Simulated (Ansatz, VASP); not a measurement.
## Two plane-wave programs on Mg2Ge3N

INCAR

```
PREC = Accurate
ENCUT = 600
EDIFF = 1E-6
ISMEAR = 0
SIGMA = 0.1
LREAL = False
LASPH = True
NELM = 60
ALGO = Normal
ISIF = 3
LWAVE = False
LCHARG = False
GGA = PE
IBRION = 2
NSW = 90
EDIFFG = -0.04
```

Contents of KPOINTS:

```
Automatic mesh
0
Gamma
  6 6 4
```

File POSCAR:

```
Mg2Ge3N
1.0
    5.0332613600      0.0000000000      0.0000000000
   -2.5166306800      4.3589322000      0.0000000000
    0.0000000000      0.0000000000      4.4559198600
Mg Ge N
2 3 1
Direct
    0.3333333300      0.6666666700      0.0000000000
    0.6666666700      0.3333333300      0.0000000000
    0.3333333300      0.6666666700      0.5000000000
    0.6666666700      0.3333333300      0.5000000000
    0.0000000000      0.0000000000      0.0000000000
    0.0000000000      0.0000000000      0.5000000000
```

Input for Ansatz:

```yaml
crystal:
  lattice:
    - [5.03326136, 0.0, 0.0]
    - [-2.51663068, 4.3589322, 0.0]
    - [0.0, 0.0, 4.45591986]
  atoms:
    - { symbol: Mg, position: [0.33333333, 0.66666667, 0.0] }
    - { symbol: Mg, position: [0.66666667, 0.33333333, 0.0] }
    - { symbol: Ge, position: [0.33333333, 0.66666667, 0.5] }
    - { symbol: Ge, position: [0.66666667, 0.33333333, 0.5] }
    - { symbol: Ge, position: [0.0, 0.0, 0.0] }
    - { symbol: "N", position: [0.0, 0.0, 0.5] }
basis:
  ecutwfc: 420
kpoints:
  mp_grid: { grid: [6, 6, 4] }
hamiltonian:
  xc: pbe
scf:
  occupations: { method: gaussian, width: 0.1 }
  lower_state_search: "off"
output:
  forces: true
  stress: true
  eigenvalues: true
relax:
  adjacent_minimum: "off"
  f_tol: 0.04
  max_steps: 70
  cell: { stress_tol: 0.4 }
```

Alike in both runs: task relaxation of cell and atoms; functional PBE; k mesh 6 × 6 × 4; occupations gaussian, width 0.1 eV; no spin polarisation.

```csv
,VASP,Ansatz
version,VASP 6.6.1,Ansatz 0.2.0
potentials or method,"VASP PAW PBE potentials, release 64 (Mg, Ge_d, N), cutoff 600 eV","scalar-relativistic, plane waves, PAW"
valence electrons in the cell,51,67
```

|  | VASP | Ansatz | Ansatz less VASP |
| --- | --- | --- | --- |
| gap on the k mesh at the Fermi level, each at its own relaxed structure (eV) | none | none | - |
| relaxed volume (Å³/atom) | 17.68 | 17.81 | +0.133 |
| relaxed cell length with the largest relative difference (Å) | 5.441 | 5.467 | +0.0258 |

A gap of «none» marks a metal or a gap that the smearing closes. VASP's potentials hold 51 valence electrons a cell and Ansatz's 67, so a difference there can come from the potentials and not from the codes.
